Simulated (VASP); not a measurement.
Input of a VASP 6.6.1 run:

Contents of INCAR:

```
PREC = Accurate ; ENCUT = 520
EDIFF = 1E-8 ; ISMEAR = -1
SIGMA = 0.08 ; LREAL = False
LASPH = True ; NELM = 60
ALGO = Normal ; ISIF = 2
LWAVE = False ; LCHARG = False
GGA = PE ; LEFG = True
NBANDS = 18
```

The input KPOINTS:

```
regular mesh
0
Gamma
  12 12 9
```

POSCAR

```
CuAu
1.0
    2.7717152379      0.0000000000      0.0000000000
    0.0000000000      2.7717152379      0.0000000000
    0.0000000000      0.0000000000      3.6329267582
Cu Au
1 1
Direct
    0.5000000000      0.5000000000      0.5000000000
    0.0000000000      0.0000000000      0.0000000000
```

Potentials or basis: VASP PAW PBE potentials, release 64 (Cu, Au).

The run is started by

```console
$ cat potpaw_PBE.64/Cu/POTCAR potpaw_PBE.64/Au/POTCAR > POTCAR
$ mpirun -np 1 vasp_std > vasp.out
```

**Question.** What does it give for the pressure?

**Answer.** 12.5 GPa.

**Question.** What does it give for the band gap on the k mesh?

**Answer.** Zero (bands 11 and 12 overlap by 7.32 eV).

Electric field gradients, principal values (V/Å²):
```csv
atom,least,middle,greatest (by size)
1 Cu,6.039,6.039,-12.078
2 Au,-46.299,-46.299,92.598
```

Caveat: the cell stands under pressure; without QUAD_EFG the Cq values of the log hold for a quadrupole moment of 1 mb, not for the nuclei; spin-orbit coupling is left out, which moves the levels of the heavy elements.
